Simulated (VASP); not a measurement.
The system is SiGe3.

```
Si Ge
1.0
     2.82127    0.00000    0.00000
    -1.41063    2.44329    0.00000
     0.00000    0.00000   10.59733
Si Ge
1 3
Direct
  0.00000 0.00000 0.00000
  0.00000 0.00000 0.25000
  0.00000 0.00000 0.50000
  0.00000 0.00000 0.75000
```

| Item | Value |
| --- | --- |
| Program | VASP 6.6.1 |
| Task | relaxation of cell and atoms |
| Functional | PBE |
| Potentials or basis | VASP PAW PBE potentials, release 64 (Si, Ge_d) |
| Cutoff | 600 eV |
| k mesh | 6 × 6 × 2 |
| Occupations | gaussian, width 0.1 eV |
| Spin | no spin polarisation |

At the start: pressure 1.9 GPa; volume 18.26 Å³/atom.

Where does the relaxation end?

Over 11 steps the energy falls by 57.8 meV/atom and the volume is 18.77 Å³/atom (+2.8 %); space group P6/mmm (No. 191, to 0.1 Å) before and after.

The path:
| step | energy change (eV) | largest force (eV/Å) | pressure (GPa) | volume (Å³) |
| --- | --- | --- | --- | --- |
| 1 | 0.0000 | 0.6126 | 1.94 | 73.05 |
| 2 | -0.1621 | 0.3647 | -0.12 | 75.17 |
| 3 | -0.1891 | 0.3553 | 0.32 | 74.54 |
| 4 | -0.1891 | 0.3539 | 0.30 | 74.56 |
| 5 | -0.2009 | 0.3101 | -0.12 | 74.99 |
| 6 | -0.2174 | 0.1379 | -1.28 | 76.26 |
| 7 | -0.2244 | 0.0874 | -0.93 | 75.89 |
| 8 | -0.2302 | 0.0012 | -0.35 | 75.30 |
| 9 | -0.2306 | 0.0407 | -0.05 | 75.08 |
| 10 | -0.2306 | 0.0343 | -0.10 | 75.11 |
| 11 | -0.2312 | 0.0110 | -0.07 | 75.09 |

Final structure:
```xyz
4
Lattice="2.7815 0.0000 0.0000 -1.3908 2.4089 0.0000 0.0000 0.0000 11.2065" Properties=species:S:1:pos:R:3 pbc="T T T"
Si    2.7815    0.0000    0.0000
Ge    0.0000    0.0000    2.6726
Ge    2.7815    0.0000    5.6033
Ge    0.0000    0.0000    8.5339
```

Caveat: the k points lie up to 0.43 Å⁻¹ apart in the final cell; the highest band is partly filled, so the run has too few bands.
